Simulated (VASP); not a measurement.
Here is a VASP 6.6.1 calculation.

INCAR

```
PREC     = Accurate       # precision mode
ENCUT    = 520            # plane-wave cutoff, eV
EDIFF    = 1E-6           # SCF threshold, eV
ISMEAR   = -1             # smearing method
SIGMA    = 0.05           # smearing width, eV
LREAL    = False          # projectors in reciprocal space
LASPH    = True           # aspherical terms in the spheres
NELM     = 150            # most SCF steps
ALGO     = Normal         # electronic algorithm
ISIF     = 2              # what is computed and relaxed
LWAVE    = False          # write WAVECAR
LCHARG   = False          # write CHGCAR
ISPIN    = 2              # spin polarisation
MAGMOM   = 0.5 0.5 0.5    # initial moments
LORBIT   = 11             # projections on sites
LMAXMIX  = 4              # l up to which the mixer works
NBANDS   = 26             # bands
```

File KPOINTS:

```
Automatic mesh
0
Gamma
  8 8 12
```

Contents of POSCAR:

```
Pd
1.0
    4.3857618788      0.0000000000      0.0000000000
   -2.1928809394      3.7981812020      0.0000000000
    0.0000000000      0.0000000000      2.6023295583
Pd
3
Direct
    0.0000000000      1.0000000000      0.0000000000
    0.3333333333      0.6666666667      0.5000000000
    0.6666666667      0.3333333333      0.5000000000
```

Potentials or basis: VASP PAW LDA potentials, release 64 (Pd).

Command:

```bash
$ cat potpaw_LDA.64/Pd/POTCAR > POTCAR
$ mpirun -np 1 vasp_std > vasp.out
```

**Question.** What does it give for the pressure?

**Answer.** 0.1 GPa.

**Question.** Estimate the band gap on the k mesh.

**Answer.** Zero (filled and empty bands overlap).

**Question.** Estimate the net moment.

**Answer.** 0.00 μB per cell.
